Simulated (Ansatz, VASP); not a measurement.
## SrO in VASP and in Ansatz

```
Sr O
1.0
     3.95322   -3.95322    0.00000
     3.95322    3.95322    0.00000
     0.00000    0.00000    3.63395
Sr O
2 2
Cartesian
  0.0000 0.0000 0.0000
  3.9532 0.0000 1.8170
  3.9532 -1.5418 0.0000
  3.9532 1.5418 0.0000
```

Change from the starting cell: ordered vacancies on the anion sites of rutile (Cmmm, No. 65).

Alike in both runs: task single point; functional PBE; k mesh 4 × 4 × 6; occupations gaussian, width 0.1 eV; no spin polarisation.

```csv
,VASP,Ansatz
version,VASP 6.6.1,Ansatz 0.2.0
potentials or method,"VASP PAW PBE potentials, release 64 (Sr_sv, O), cutoff 520 eV","scalar-relativistic, plane waves, PAW"
valence electrons in the cell,32,32
```

```tsv
	VASP	Ansatz	Ansatz less VASP
gap on the k mesh at the Fermi level (eV)	none	none	-
pressure (GPa)	-0.6	-1.0	-0.38
traceless stress, the component that is largest in VASP (GPa)	-7.79	-8.19	-0.401
rms of the force components (eV/Å)	0.597	0.595	-0.0022
```

Atom by atom the forces differ by 0.002 eV/Å (rms over components). A gap of «none» marks a metal or a gap that the smearing closes.
